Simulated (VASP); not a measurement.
# Si (P6/mmm) in VASP: a series of runs

Si is run at these levels: LDA; tasks: single point.

All numbers are computed with VASP 6.6.1; they aren't measurements. Logs are shortened: lines on timing, memory, paths and dates and some standing lists are left out, and cuts for length are marked.

## (1) The cell of the first run

Symmetry: P6/mmm, No. 191, hexagonal system. The conventional cell has a = 2.621 Å, b = 2.621 Å, c = 2.590 Å, α = 90.00°, β = 90.00°, γ = 120.00°. Si (site symmetry 6/mmm) has 8 Si at 2.59 to 2.62 Å within 3.4 Å.

This isn't the form of Si at room conditions, which is diamond.

## (2) Single point, LDA (strain +0.000 along x and y, +0.050 along z)

INCAR

```
PREC     = Accurate       # precision mode
ENCUT    = 520            # plane-wave cutoff, eV
EDIFF    = 1E-6           # SCF threshold, eV
ISMEAR   = 0              # smearing method
SIGMA    = 0.15           # smearing width, eV
LREAL    = F              # projectors in reciprocal space
LASPH    = T              # aspherical terms in the spheres
NELM     = 80             # most SCF steps
ALGO     = Normal         # electronic algorithm
ISIF     = 2              # what is computed and relaxed
LWAVE    = F              # write WAVECAR
LCHARG   = F              # write CHGCAR
NBANDS   = 8              # bands
```

KPOINTS

```
regular mesh
0
Gamma
  24 24 20
```

POSCAR

```
Si
1.0
    2.6205428149      0.0000000000      0.0000000000
   -1.3102714075      2.2694566494      0.0000000000
    0.0000000000      0.0000000000      2.5896721095
Si
1
Direct
    0.0000000000      0.0000000000      0.0000000000
```

Potentials or basis: VASP PAW LDA potentials, release 64 (Si).

Launch:

```sh
$ cat potpaw_LDA.64/Si/POTCAR > POTCAR
$ mpirun -np 1 vasp_std > vasp.out
```

OUTCAR:

```text
PREC = Accurate
   ENCUT = 520
   EDIFF = 1E-6
   ISMEAR = 0
   LREAL = F
   LASPH = T
   NELM = 80
   ISIF = 2

 ion  position               nearest neighbor table
   1  0.000  0.000  0.000-

  LATTYP: Found a hexagonal cell.
 ALAT       =     2.6205428149
 C/A-ratio  =     0.9882197287

  Lattice vectors:

 A1 = (   2.6205428149,   0.0000000000,   0.0000000000)
 A2 = (  -1.3102714075,   2.2694566494,   0.0000000000)
 A3 = (   0.0000000000,   0.0000000000,   2.5896721095)

Analysis of symmetry for initial positions (statically):
=====================================================================
 Subroutine PRICEL returns:
 Original cell was already a primitive cell.

 Routine SETGRP: Setting up the symmetry group for a
 hexagonal supercell.

 Subroutine GETGRP returns: Found 24 space group operations
 (whereof 24 operations were pure point group operations)
 out of a pool of 24 trial point group operations.

The static configuration has the point symmetry D_6h.

Analysis of symmetry for dynamics (positions and initial velocities):
=====================================================================
 Subroutine PRICEL returns:
 Original cell was already a primitive cell.

 Routine SETGRP: Setting up the symmetry group for a
 hexagonal supercell.

 Subroutine GETGRP returns: Found 24 space group operations
 (whereof 24 operations were pure point group operations)
 out of a pool of 24 trial point group operations.

The dynamic configuration has the point symmetry D_6h.

 Subroutine INISYM returns: Found 24 space group operations
 (whereof 24 operations are pure point group operations),
 and found     1 'primitive' translations

----------------------------------------------------------------------------------------

                                     Primitive cell

  volume of cell :      15.4013

  direct lattice vectors                    reciprocal lattice vectors
     2.620542815  0.000000000  0.000000000     0.381600329  0.220317053  0.000000000
    -1.310271407  2.269456649  0.000000000     0.000000000  0.440634105  0.000000000
     0.000000000  0.000000000  2.589672109     0.000000000  0.000000000  0.386149272

  length of vectors
     2.620542815  2.620542815  2.589672109     0.440634105  0.440634105  0.386149272

  position of ions in fractional coordinates (direct lattice)
     0.000000000  0.000000000  0.000000000

  ion indices of the primitive-cell ions
   primitive index   ion index
                 1           1

----------------------------------------------------------------------------------------

 KPOINTS: regular mesh

Automatic generation of k-mesh.
 Grid dimensions read from file:
 generate k-points for:   24   24   20

 Generating k-lattice:

  Cartesian coordinates                     Fractional coordinates (reciprocal lattice)
     0.015900014  0.009179877  0.000000000     0.041666667  0.000000000  0.000000000
     0.000000000  0.018359754  0.000000000     0.000000000  0.041666667  0.000000000
     0.000000000  0.000000000  0.019307464     0.000000000  0.000000000  0.050000000

  Length of vectors
     0.018359754  0.018359754  0.019307464

  Shift w.r.t. Gamma in fractional coordinates (k-lattice)
     0.000000000  0.000000000  0.000000000

 Subroutine IBZKPT returns following result:
 ===========================================

 Found    671 irreducible k-points:

 Following reciprocal coordinates:
            Coordinates               Weight
  0.000000  0.000000  0.000000      1.000000
  0.041667  0.000000  0.000000      6.000000
  0.083333  0.000000  0.000000      6.000000
  0.125000  0.000000  0.000000      6.000000
  0.166667 -0.000000  0.000000      6.000000
  0.208333 -0.000000  0.000000      6.000000
[... 16 lines left out ...]
  0.416667  0.041667  0.000000     12.000000
  0.458333  0.041667  0.000000     12.000000
 [... further k-points ...]
   k-points           NKPTS =    671   k-points in BZ     NKDIM =    671   number of bands    NBANDS=      8
   number of dos      NEDOS =    301   number of ions     NIONS =      1
   total plane-waves  NPLWV =   8000
   dimension x,y,z NGX =    20 NGY =   20 NGZ =   20
   dimension x,y,z NGXF=    40 NGYF=   40 NGZF=   40
   ions per type =               1
   NGX,Y,Z   is equivalent  to a cutoff of  12.69, 12.69, 12.84 a.u.
   NGXF,Y,Z  is equivalent  to a cutoff of  25.38, 25.38, 25.68 a.u.
 SYSTEM =  unknown system
   PREC   = accura    normal or accurate (medium, high low for compatibility)
   ISTART =      0    job   : 0-new  1-cont  2-samecut
   ICHARG =      2    charge: 1-file 2-atom 10-const
   ISPIN  =      1    spin polarized calculation?
   LNONCOLLINEAR =      F non collinear calculations
   LSORBIT =      F    spin-orbit coupling
   LASPH  =      T    aspherical Exc in radial PAW
   ENCUT  =  520.0 eV  38.22 Ry    6.18 a.u.   4.87  4.87  4.82*2*pi/ulx,y,z
   NELM   =     80;   NELMIN=  2; NELMDL= -5     # of ELM steps
   EDIFF  = 0.1E-05   stopping-criterion for ELM
   LREAL  =      F    real-space projection
   EDIFFG = 0.1E-04   stopping-criterion for IOM
   NSW    =      0    number of steps for IOM
   IBRION =     -1    ionic relax: 0-MD 1-quasi-New 2-CG
   NFREE  =      0    steps in history (QN), initial steepest desc. (CG)
   ISIF   =      2    stress and relaxation
   ISYM   =      2    0-nonsym 1-usesym 2-fastsym
   POTIM  = 0.5000    time-step for ionic-motion
   TEBEG  =    0.0;   TEEND  =   0.0 temperature during run
   PSTRESS=    0.0 pullay stress
   NELECT =       4.0000    total number of electrons
   NUPDOWN=      -1.0000    fix difference up-down
   EMIN   =  10.00;   EMAX   =-10.00  energy-range for DOS
   EFERMI =   0.00;   METHOD = LEGACY
   ISMEAR =     0;   SIGMA  =   0.15  broadening in eV -4-tet -1-fermi 0-gaus
   EFERMI_NEDOS =   21; number of points for ismear=-14 and -15
   IALGO  =     38    algorithm
   IMIX   =      4    mixing-type and parameters
     AMIX     =   0.40;   BMIX     =  1.00
     AMIX_MAG =   1.60;   BMIX_MAG =  1.00
  volume/ion in A,a.u.               =      15.40       103.93
  Fermi-wavevector in a.u.,A,eV,Ry     =   1.044501  1.973821 14.843715  1.090982
  Thomas-Fermi vector in A             =   2.179256
   LORBIT       =      0    0 simple, 1 ext, 2 COOP (PROOUT), +10 PAW based schemes
   GGA     = CA    functional components
   LHFCALC =     F    Hartree Fock is set to
   AEXX    =    0.0000 exact exchange contribution
   IVDW    =     0    specifies the selected vdW correction
   LEPSILON=     F    determine dielectric tensor
   LRPA    =     F    only Hartree local field effects (RPA)
 non-spin polarized calculation
 Gauss-broadening in eV      SIGMA  =   0.15
  energy-cutoff  :      520.00
  volume of cell :       15.40
 maximum number of plane-waves:       431
 NGX is ok and might be reduce to    20
   NGX =  9   NGY =  9   NGZ =  9

 number of electron       3.9999999 magnetization

 Free energy of the ion-electron system (eV)
  ---------------------------------------------------
  ext. energy  EPLUGINS =         0.00000000
  ---------------------------------------------------
  free energy    TOTEN  =        -5.70368480 eV

  energy without entropy =       -5.69910504  energy(sigma->0) =       -5.70139492

 E-fermi :   9.0146     XC(G=0): -10.9510

 val. band max:        9.0128319798   @ k =   0.2500   0.0833   0.0500
 cond. band min:       9.0287010922   @ k =   0.3333   0.2500   0.4000
 fundamental gap:      0.0158691124
 Fermi energy:         9.0145776136

 k-point     1 :       0.0000    0.0000    0.0000
  band No.  band energies     occupation
      1      -4.6689      2.00000
      2      15.2309      0.00000
      3      15.9829      0.00000
      4      19.6262      0.00000
      5      19.6262      0.00000
      6      21.5756      0.00000
      7      21.5756      0.00000
      8      27.0862      0.00000

 k-point     2 :       0.0417    0.0000    0.0000
  band No.  band energies     occupation
      1      -4.6202      2.00000
      2      15.2721      0.00000
      3      15.9023      0.00000
      4      19.1385      0.00000
      5      19.2379      0.00000
      6      21.5887      0.00000
      7      22.0473      0.00000
      8      27.6172      0.00000

 k-point     3 :       0.0833    0.0000    0.0000
  band No.  band energies     occupation
      1      -4.4742      2.00000
      2      15.3955      0.00000
      3      15.5615      0.00000
      4      18.1976      0.00000
      5      18.5227      0.00000
      6      21.4960      0.00000
      7      23.0124      0.00000
      8      28.4342      0.00000

 k-point     4 :       0.1250    0.0000    0.0000
  band No.  band energies     occupation
      1      -4.2311      2.00000
      2      14.7182      0.00000
      3      15.6009      0.00000
      4      17.4881      0.00000
      5      17.7911      0.00000
      6      21.3210      0.00000
      7      24.1590      0.00000
      8      29.1274      0.00000

 k-point     5 :       0.1667   -0.0000    0.0000
  band No.  band energies     occupation
      1      -3.8914      2.00000
      2      13.4069      0.00000
      3      15.8877      0.00000
      4      17.1111      0.00000
      5      17.1394      0.00000
      6      21.1884      0.00000
      7      25.4164      0.00000
      8      29.8787      0.00000

 k-point     6 :       0.2083   -0.0000    0.0000
  band No.  band energies     occupation
      1      -3.4557      2.00000
      2      11.9046      0.00000
      3      16.2546      0.00000
      4      16.5012      0.00000
      5      16.9300      0.00000
      6      21.1889      0.00000
      7      26.7616      0.00000
      8      29.7800      0.00000

 k-point     7 :       0.2500    0.0000    0.0000
  band No.  band energies     occupation
      1      -2.9247      2.00000
      2      10.3650      0.00000
      3      15.9683      0.00000
      4      16.7000      0.00000
      5      16.7368      0.00000
      6      21.3664      0.00000
      7      28.1803      0.00000
      8      28.5109      0.00000
[... 133 lines left out ...]
 k-point    20 :       0.2917    0.0417    0.0000
  band No.  band energies     occupation
      1      -1.9162      2.00000
      2       8.1425      2.00000
      3      14.3656      0.00000
      4      17.3438      0.00000
      5      17.5370      0.00000
      6      22.0730      0.00000
      7      26.6577      0.00000
      8      29.7090      0.00000

 k-point    21 :       0.3333    0.0417    0.0000
  band No.  band energies     occupation
      1      -1.1529      2.00000
      2       6.7118      2.00000
      3      14.0412      0.00000
      4      17.1751      0.00000
      5      18.1568      0.00000
      6      22.6426      0.00000
      7      25.4825      0.00000
      8      29.5024      0.00000

 k-point    22 :       0.3750    0.0417    0.0000
  band No.  band energies     occupation
      1      -0.3006      2.00000
      2       5.3532      2.00000
      3      13.7961      0.00000
      4      17.0287      0.00000
      5      18.8216      0.00000
      6      23.3475      0.00000
      7      24.3913      0.00000
      8      28.5222      0.00000

 k-point    23 :       0.4167    0.0417    0.0000
  band No.  band energies     occupation
      1       0.6337      2.00000
      2       4.0791      2.00000
      3      13.6318      0.00000
      4      16.9222      0.00000
      5      19.4807      0.00000
      6      23.4437      0.00000
      7      24.1479      0.00000
      8      27.4677      0.00000

 k-point    24 :       0.4583    0.0417    0.0000
  band No.  band energies     occupation
      1       1.6047      2.00000
      2       2.9375      2.00000
      3      13.5495      0.00000
      4      16.8664      0.00000
      5      19.9766      0.00000
      6      22.8023      0.00000
      7      24.9224      0.00000
      8      26.5537      0.00000

 [... further k-points ...]

------------------------ aborting loop because EDIFF is reached ----------------------------------------

  FORCE on cell =-STRESS in cart. coord.  units (eV):
  Direction    XX          YY          ZZ          XY          YZ          ZX
  --------------------------------------------------------------------------------------
  -------------------------------------------------------------------------------------
  Total       -0.1789329     -0.1789329     -1.2716821      0.0000000     -0.0000000      0.0000000
  in kB      -18.6141340    -18.6141340   -132.2912791      0.0000000     -0.0000000      0.0000000
  external PRESSURE =     -56.5065157 kB  Pullay stress =       0.0000000 kB

 VOLUME and BASIS-vectors are now :
 -----------------------------------------------------------------------------
  energy-cutoff  :      520.00
  volume of cell :       15.40
      direct lattice vectors                 reciprocal lattice vectors
     2.620542815  0.000000000  0.000000000     0.381600329  0.220317053  0.000000000
    -1.310271407  2.269456649  0.000000000     0.000000000  0.440634105  0.000000000
     0.000000000  0.000000000  2.589672109     0.000000000  0.000000000  0.386149272

 POSITION                                       TOTAL-FORCE (eV/Angst)
 -----------------------------------------------------------------------------------
      0.00000      0.00000      0.00000        -0.000000      0.000000      0.000000
 -----------------------------------------------------------------------------------
    total drift:                                0.000000      0.000000      0.000000

  FREE ENERGIE OF THE ION-ELECTRON SYSTEM (eV)
  ---------------------------------------------------
  free  energy   TOTEN  =        -5.7036848003 eV

  energy  without entropy=       -5.6991050450  energy(sigma->0) =       -5.70139492
```

Wall time 60 s (1 thread of Intel Xeon 8259CL, shared host); peak memory 0.17 GiB.

Results:

- Free energy: -5.7037 eV
- Pressure: -5.7 GPa
- Band gap on the k mesh: zero (bands 2 and 3 overlap by 10.59 eV)

Caveat: the cell differs from its parent crystal (strain +0.000 along x and y, +0.050 along z); the cell stands under tension.

## (3) Single point, LDA (strain +0.050 along x and y, -0.050 along z)

INCAR

```
SYSTEM = Si
ALGO = Normal ; EDIFF = 1E-6
ENCUT = 520 ; ISIF = 2
ISMEAR = 0 ; LASPH = .TRUE.
LCHARG = .FALSE. ; LREAL = .FALSE.
LWAVE = .FALSE. ; NBANDS = 8
NELM = 80 ; PREC = Accurate
SIGMA = 0.15
```

KPOINTS

```
k-points
0
G
  24 24 20
  0 0 0
```

POSCAR

```
Si
1.0
    2.7515699556      0.0000000000      0.0000000000
   -1.3757849778      2.3829294819      0.0000000000
    0.0000000000      0.0000000000      2.3430366705
Si
1
Direct
    0.0000000000      0.0000000000      0.0000000000
```

Potentials or basis: VASP PAW LDA potentials, release 64 (Si).

Launch:

```sh
$ cat potpaw_LDA.64/Si/POTCAR > POTCAR
$ mpirun -np 1 vasp_std > vasp.out
```

Run time: 62 s. Hardware: 1 thread of Intel Xeon 8259CL, shared host; peak memory 0.17 GiB.

Results (log left out):

* Free energy: -5.6659 eV
* Pressure: -2.8 GPa
* Band gap on the k mesh: zero (bands 2 and 3 overlap by 12.51 eV)

Stress tensor (GPa, compression positive):
```
-10.47   0.00   0.00
  0.00 -10.47   0.00
  0.00   0.00  12.54
```

Levels at points of the mesh, in eV from the Fermi level:
```
           k point  band 1  band 2  band 3  band 4  band 5
(0.00, 0.00, 0.00)  -13.67    7.96    7.96    8.07   10.82
(0.50, 0.00, 0.00)   -8.24   -6.56    3.71    5.71   14.68
(0.00, 0.00, 0.50)   -7.71   -6.73   12.37   12.37   14.50
(0.50, 0.00, 0.50)   -2.64   -1.77   -1.36    1.78    8.22
```

Caveat: the cell differs from its parent crystal (strain +0.050 along x and y, -0.050 along z).

[end of part 1 of 2]
